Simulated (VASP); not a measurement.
# Mg32O31 (a cell with a defect) in VASP: notebook

Runs on Mg32O31 (a cell with a defect). Level: PBEsol. Tasks: single point.

All numbers are computed with VASP 6.6.1; they aren't measurements. Logs are shortened: lines on timing, memory, paths and dates and some standing lists are left out, and cuts for length are marked.

**1. The cell of the first run**

The cell holds a defect, 63 atoms: a = 8.429 Å, b = 8.429 Å, c = 8.429 Å, α = 90.00°, β = 90.00°, γ = 90.00°.

**2. Single point, PBEsol, collinear spin**

Contents of INCAR:

```
PREC = Accurate ; ENCUT = 520
EDIFF = 1E-6 ; ISMEAR = -1
SIGMA = 0.05 ; LREAL = Auto
LASPH = True ; NELM = 150
ALGO = Normal ; ISIF = 2
LWAVE = False ; LCHARG = False
ISPIN = 2 ; MAGMOM = 0 0 0 0 0 0 0 0 0 0 0 0 0 0 0 0 0 0 0 0 0 0 0 0 0 0 0 0 0 0 0 0 0 0 0.167 0 0 0 0.167 0 0.167 0 0.167 0 0 0 0 0 0 0.167 0.167 0 0 0 0 0 0 0 0 0 0 0 0
LORBIT = 11 ; GGA = PS
NELECT = 249.0 ; NBANDS = 166
```

Contents of KPOINTS:

```
regular mesh
0
Gamma
  1 1 1
```

Contents of POSCAR:

```
Mg32O31
1.0
    8.4288080000      0.0000000000      0.0000000000
    0.0000000000      8.4288080000      0.0000000000
    0.0000000000      0.0000000000      8.4288080000
O Mg
31 32
Direct
    0.2501270000      0.0001360000      0.0001190000
    0.2501260000      0.0001350000      0.5001730000
    0.2500930000      0.5001060000      0.0001340000
    0.7500930000      0.0001160000      0.0001220000
    0.7500850000      0.0001350000      0.5001330000
    0.7501350000      0.5001050000      0.0001150000
    0.7501040000      0.5000850000      0.5000650000
    0.0008040000      0.2508340000      0.0001180000
    0.0025400000      0.2525480000      0.5000790000
    0.0007890000      0.7493990000      0.0000930000
    0.0025700000      0.7477040000      0.5001010000
    0.4993660000      0.2508400000      0.0001280000
    0.4976440000      0.2525630000      0.5000970000
    0.4994460000      0.7494390000      0.0001160000
    0.4977070000      0.7476490000      0.5001530000
    0.0008460000      0.0001210000      0.2508090000
    0.0008100000      0.0001160000      0.7494580000
    0.0025710000      0.5001120000      0.2525470000
    0.0025490000      0.5000960000      0.7476420000
    0.4994120000      0.0001120000      0.2508360000
    0.4994110000      0.0001220000      0.7494210000
    0.4976970000      0.5001030000      0.2524710000
    0.4976680000      0.5001550000      0.7476720000
    0.2500960000      0.2525610000      0.2525460000
    0.2501090000      0.2525900000      0.7477010000
    0.2501470000      0.7476860000      0.2525430000
    0.2501140000      0.7476610000      0.7476930000
    0.7501030000      0.2507720000      0.2507900000
    0.7501000000      0.2508250000      0.7493810000
    0.7501090000      0.7494090000      0.2508680000
    0.7501210000      0.7493750000      0.7493850000
    0.9994150000      0.0001340000      0.0001270000
    0.9986430000      0.0001780000      0.5001450000
    0.9985680000      0.5001370000      0.0002320000
    0.9889190000      0.5001730000      0.5001560000
    0.5008130000      0.0001660000      0.0001410000
    0.5016520000      0.0001640000      0.5001170000
    0.5016610000      0.5001730000      0.0001930000
    0.5112680000      0.5001500000      0.5001710000
    0.2501330000      0.2486220000      0.0001270000
    0.2501600000      0.2389470000      0.5001160000
    0.2500960000      0.7516520000      0.0001220000
    0.2501480000      0.7613340000      0.5001290000
    0.7501500000      0.2494680000      0.0002290000
    0.7501570000      0.2486130000      0.5001490000
    0.7501000000      0.7508410000      0.0001540000
    0.7500340000      0.7516690000      0.5002320000
    0.2500610000      0.0001570000      0.2485180000
    0.2501410000      0.0001200000      0.7516640000
    0.2501450000      0.5000820000      0.2389650000
    0.2501110000      0.5001590000      0.7613560000
    0.7501260000      0.0001150000      0.2494820000
    0.7501270000      0.0002170000      0.7508100000
    0.7500720000      0.5001640000      0.2486780000
    0.7501270000      0.5001140000      0.7517200000
    0.0000360000      0.2500440000      0.2500770000
    0.0000440000      0.2500820000      0.7502480000
    0.0000390000      0.7501950000      0.2501060000
    0.9999890000      0.7502330000      0.7502360000
    0.5002370000      0.2500690000      0.2500110000
    0.5001950000      0.2500950000      0.7502210000
    0.5001900000      0.7502540000      0.2500370000
    0.5002360000      0.7502590000      0.7502630000
```

Potentials or basis: VASP PAW PBE potentials, release 64 (O, Mg).

Run with:

```console
> cat potpaw_PBE.64/O/POTCAR potpaw_PBE.64/Mg/POTCAR > POTCAR
> mpirun -np 1 vasp_gam > vasp.out
```

OUTCAR:

```text
PREC = Accurate
   ENCUT = 520
   EDIFF = 1E-6
   ISMEAR = -1
   LREAL = Auto
   LASPH = True
   NELM = 150
   ISIF = 2
   ISPIN = 2
   LORBIT = 11
   GGA = PS
   NELECT = 249.0

 ion  position               nearest neighbor table
   1  0.250  0.000  0.000-  48 2.09  49 2.09  42 2.09  40 2.09  36 2.11  32 2.11
   2  0.250  0.000  0.500-  43 2.01  41 2.01  33 2.12  49 2.12  37 2.12  48 2.12
   3  0.250  0.500  0.000-  51 2.01  50 2.01  40 2.12  34 2.12  42 2.12  38 2.12
   4  0.750  0.000  0.000-  46 2.10  36 2.10  53 2.10  32 2.10  44 2.10  52 2.10
   5  0.750  0.000  0.500-  37 2.09  47 2.09  45 2.09  33 2.10  52 2.11  53 2.11
   6  0.750  0.500  0.000-  55 2.09  34 2.09  38 2.09  54 2.10  44 2.11  46 2.11
[... 75 lines left out ...]
  57  0.000  0.250  0.750-   8 2.11  29 2.11  17 2.11  19 2.11  25 2.11   9 2.11  53 2.98  32 2.98
                            44 2.98  55 2.98  40 2.98  45 2.98  33 2.98  34 2.98  49 2.98  51 2.98
  58  0.000  0.750  0.250-  16 2.11  30 2.11  10 2.11  11 2.11  18 2.11  26 2.11  52 2.98  46 2.98
                            32 2.98  34 2.98  48 2.98  54 2.98  33 2.98  42 2.98  47 2.98  35 2.98
  59  1.000  0.750  0.750-  10 2.11  31 2.11  17 2.11  27 2.11  11 2.11  19 2.11  32 2.98  46 2.98
                            53 2.98  47 2.98  55 2.98  42 2.98  33 2.98  49 2.98  34 2.98  35 2.98
  60  0.500  0.250  0.250-  28 2.11  12 2.11  20 2.11  22 2.11  13 2.11  24 2.11  44 2.98  36 2.98
                            52 2.98  38 2.98  54 2.98  40 2.98  37 2.98  45 2.98  48 2.98  50 2.98
  61  0.500  0.250  0.750-  29 2.11  12 2.11  21 2.11  23 2.11  25 2.11  13 2.11  53 2.98  36 2.98
                            55 2.98  44 2.98  40 2.98  49 2.98  45 2.98  37 2.98  38 2.98  39 2.98
  62  0.500  0.750  0.250-  20 2.11  30 2.11  14 2.11  26 2.11  15 2.11  22 2.11  46 2.98  52 2.98
                            36 2.98  38 2.98  54 2.98  37 2.98  42 2.98  48 2.98  47 2.98  43 2.98
  63  0.500  0.750  0.750-  14 2.11  21 2.11  31 2.11  23 2.11  15 2.11  27 2.11  46 2.98  36 2.98
                            47 2.98  53 2.98  49 2.98  42 2.98  38 2.98  55 2.98  37 2.98  39 2.98

  LATTYP: Found a simple cubic cell.
 ALAT       =     8.4288080000

  Lattice vectors:

 A1 = (   8.4288080000,   0.0000000000,   0.0000000000)
 A2 = (   0.0000000000,   8.4288080000,   0.0000000000)
 A3 = (   0.0000000000,   0.0000000000,   8.4288080000)

Analysis of symmetry for initial positions (statically):
=====================================================================
 Subroutine PRICEL returns:
 Original cell was already a primitive cell.

 Routine SETGRP: Setting up the symmetry group for a
 simple cubic supercell.

 Subroutine GETGRP returns: Found  1 space group operations
 (whereof  1 operations were pure point group operations)
 out of a pool of 48 trial point group operations.

The static configuration has the point symmetry C_1 .

Analysis of symmetry for dynamics (positions and initial velocities):
=====================================================================
 Subroutine PRICEL returns:
 Original cell was already a primitive cell.

 Routine SETGRP: Setting up the symmetry group for a
 simple cubic supercell.

 Subroutine GETGRP returns: Found  1 space group operations
 (whereof  1 operations were pure point group operations)
 out of a pool of 48 trial point group operations.

The dynamic configuration has the point symmetry C_1 .

Analysis of structural, dynamic, and magnetic symmetry:
=====================================================================
 Subroutine PRICEL returns:
 Original cell was already a primitive cell.

 Routine SETGRP: Setting up the symmetry group for a
 simple cubic supercell.

 Subroutine GETGRP returns: Found  1 space group operations
 (whereof  1 operations were pure point group operations)
 out of a pool of 48 trial point group operations.

The overall configuration has the point symmetry C_1 .

 Subroutine INISYM returns: Found  1 space group operations
 (whereof  1 operations are pure point group operations),
[... 46 lines left out ...]
  ---------------------------------------------------
  free energy    TOTEN  =      -393.68775009 eV

  energy without entropy =     -393.68774553  energy(sigma->0) =     -393.68774781

 E-fermi :   5.2840     XC(G=0): -11.1943

 val. band max:        4.6537141663   @ k =   0.0000   0.0000   0.0000
 cond. band min:       5.9142561469   @ k =   0.0000   0.0000   0.0000
 fundamental gap:      1.2605419806
 Fermi energy:         5.2839854620

 spin component 1

 k-point     1 :       0.0000    0.0000    0.0000
  band No.  band energies     occupation
      1     -14.1735      1.00000
      2     -13.4897      1.00000
      3     -13.4897      1.00000
      4     -13.4369      1.00000
      5     -13.4365      1.00000
      6     -13.4361      1.00000
[... 128 lines left out ...]
    135      10.9223      0.00000
    136      11.3768      0.00000
 Fermi energy:         5.2839854620

 spin component 2

 k-point     1 :       0.0000    0.0000    0.0000
  band No.  band energies     occupation
      1     -14.1632      1.00000
      2     -13.4841      1.00000
      3     -13.4841      1.00000
      4     -13.4217      1.00000
      5     -13.4213      1.00000
      6     -13.4209      1.00000
[... 128 lines left out ...]
    135      10.9359      0.00000
    136      11.5084      0.00000
 [bands above 136 left out]

------------------------ aborting loop because EDIFF is reached ----------------------------------------

  FORCE on cell =-STRESS in cart. coord.  units (eV):
  Direction    XX          YY          ZZ          XY          YZ          ZX
  --------------------------------------------------------------------------------------
  -------------------------------------------------------------------------------------
  Total       -6.7782232     -6.7750313     -6.7766160      0.0012212      0.0017372     -0.0029033
  in kB      -18.1354344    -18.1268945    -18.1311345      0.0032674      0.0046480     -0.0077680
  external PRESSURE =     -18.1311545 kB  Pullay stress =       0.0000000 kB

 VOLUME and BASIS-vectors are now :
 -----------------------------------------------------------------------------
  energy-cutoff  :      520.00
  volume of cell :      598.82
      direct lattice vectors                 reciprocal lattice vectors
     8.428808000  0.000000000  0.000000000     0.118640738  0.000000000  0.000000000
     0.000000000  8.428808000  0.000000000     0.000000000  0.118640738  0.000000000
     0.000000000  0.000000000  8.428808000     0.000000000  0.000000000  0.118640738

 POSITION                                       TOTAL-FORCE (eV/Angst)
 -----------------------------------------------------------------------------------
      2.10827      0.00115      0.00100        -0.002622     -0.002374     -0.001603
      2.10826      0.00114      4.21586        -0.001417     -0.001314     -0.005789
      2.10799      4.21530      0.00113         0.000600      0.002116      0.000720
      6.32239      0.00098      0.00103         0.000983      0.000658     -0.000194
      6.32232      0.00114      4.21553         0.003024     -0.000798     -0.000533
      6.32274      4.21529      0.00097        -0.003357      0.001160      0.003108
[... 55 lines left out ...]
      4.21601      6.32375      2.10751         0.012636      0.009861     -0.011047
      4.21639      6.32379      6.32382         0.009102      0.008519      0.009060
 -----------------------------------------------------------------------------------
    total drift:                                0.000806     -0.003588     -0.003736

  FREE ENERGIE OF THE ION-ELECTRON SYSTEM (eV)
  ---------------------------------------------------
  free  energy   TOTEN  =      -393.6877500916 eV

  energy  without entropy=     -393.6877455287  energy(sigma->0) =     -393.68774781

 total charge

# of ion       s       p       d       tot
------------------------------------------
    1        1.537   3.540   0.000   5.077
    2        1.536   3.558   0.000   5.094
    3        1.536   3.558   0.000   5.094
    4        1.535   3.543   0.000   5.078
    5        1.537   3.540   0.000   5.077
    6        1.537   3.540   0.000   5.077
[... 55 lines left out ...]
   62        0.147   0.180   0.078   0.406
   63        0.147   0.180   0.078   0.406
--------------------------------------------------
tot         52.399 115.428   2.484 170.311

 magnetization (x)

# of ion       s       p       d       tot
------------------------------------------
    1        0.002  -0.001   0.000   0.001
    2        0.000  -0.000   0.000   0.000
    3        0.000  -0.000   0.000   0.000
    4        0.000  -0.000   0.000   0.000
    5        0.002  -0.001   0.000   0.001
    6        0.002  -0.001   0.000   0.001
[... 55 lines left out ...]
   62        0.000  -0.000  -0.000   0.000
   63        0.000  -0.000  -0.000   0.000
--------------------------------------------------
tot          0.098   0.157   0.021   0.276
```

It took 4.7 min on 1 thread of Intel Xeon Platinum 8375C at 2.90GHz (Ice Lake), shared host; peak memory 0.75 GiB.

Results:

```
Free energy                                           : -393.6878 eV
Largest force                                         : 0.102 eV/Å
Net moment                                            : 1.00 μB per cell
Valence electrons inside the program's atomic spheres : O 5.08, 5.09, 5.07 (each value once); Mg 0.40, 0.42, 0.41 (each value once)
```

Forces in eV/Å, atoms in the order of the input:
```
O   -0.003 -0.002 -0.002
O   -0.001 -0.001 -0.006
O    0.001  0.002  0.001
O    0.001  0.001  0.000
O    0.003 -0.001 -0.001
O   -0.003  0.001  0.003
O   -0.002  0.002  0.005
O    0.013  0.012  0.003
O    0.041  0.040  0.004
O    0.015 -0.009  0.006
O    0.036 -0.038  0.004
O   -0.006  0.014  0.001
O   -0.035  0.039  0.002
O   -0.014 -0.012  0.003
O   -0.041 -0.033 -0.002
O    0.010  0.001  0.014
O    0.015  0.004 -0.014
O    0.037  0.000  0.043
O    0.037  0.003 -0.033
O   -0.012  0.003  0.014
O   -0.011  0.004 -0.012
O   -0.038  0.003  0.044
O   -0.036 -0.001 -0.033
O    0.001  0.038  0.040
O    0.002  0.036 -0.039
O   -0.001 -0.038  0.038
O    0.000 -0.034 -0.036
O    0.002  0.017  0.017
O    0.002  0.016 -0.006
O    0.001 -0.009  0.013
O    0.001 -0.007 -0.008
Mg   0.003 -0.001 -0.001
Mg  -0.004 -0.005  0.000
Mg   0.002 -0.001 -0.007
Mg  -0.099 -0.003 -0.003
Mg  -0.001 -0.001 -0.001
Mg  -0.003 -0.001  0.001
Mg  -0.003 -0.003 -0.006
Mg   0.102 -0.003 -0.004
Mg  -0.003  0.000 -0.001
Mg  -0.004 -0.100  0.001
Mg   0.001 -0.002  0.000
Mg  -0.002  0.099  0.000
Mg  -0.003  0.000 -0.008
Mg  -0.004  0.000 -0.003
Mg   0.002 -0.003 -0.001
Mg   0.006 -0.002 -0.007
Mg   0.005 -0.002  0.007
Mg  -0.002  0.001 -0.001
Mg  -0.002  0.003 -0.102
Mg  -0.001 -0.002  0.097
Mg   0.000 -0.001  0.001
Mg  -0.002 -0.005  0.000
Mg   0.003 -0.003 -0.005
Mg  -0.001 -0.001 -0.007
Mg  -0.013 -0.012 -0.015
Mg  -0.012 -0.014  0.009
Mg  -0.013  0.013 -0.016
Mg  -0.009  0.009  0.009
Mg   0.008 -0.016 -0.010
Mg   0.011 -0.014  0.012
Mg   0.013  0.010 -0.011
Mg   0.009  0.009  0.009
```

Caveat: the k points lie up to 0.75 Å⁻¹ apart; the cell carries a net charge on a neutralising background, which shifts energy and pressure; the cell is charged against a uniform background, so pressure and absolute levels hang on convention; the PAW data sets were made with another functional, which shifts forces and pressure a little.

(Continued in part 2 of 2.)
